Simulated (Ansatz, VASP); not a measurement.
## GaP in VASP and in Ansatz

```
Ga P
1.0
     0.00000    2.66646    2.93311
     2.66646    0.00000    2.93311
     2.66646    2.66646    0.00000
Ga P
1 1
Direct
  0.00000 0.00000 0.00000
  0.75000 0.75000 0.75000
```

Alike in both runs: task single point; functional PBE; k mesh 10 × 10 × 10; occupations gaussian, width 0.05 eV; no spin polarisation.

```csv
,VASP,Ansatz
version,VASP 6.6.1,Ansatz 0.2.0
potentials or method,"VASP PAW PBE potentials, release 64 (Ga_d, P), cutoff 520 eV","scalar-relativistic, plane waves, PAW"
valence electrons in the cell,18,18
```

VASP gave:

* gap on the k mesh at the Fermi level (eV): 1.19
* least direct gap on the mesh (eV): 1.29
* pressure (GPa): -0.2
* traceless stress, the component that is largest in VASP (GPa): -5.40

Task: Which values does Ansatz return?

Result: gap on the k mesh at the Fermi level (eV): 1.19; least direct gap on the mesh (eV): 1.30; pressure (GPa): -0.1; traceless stress, the component that is largest in VASP (GPa): -5.40.

With one functional, cell and mesh, what is left measures potentials, basis and numerics.
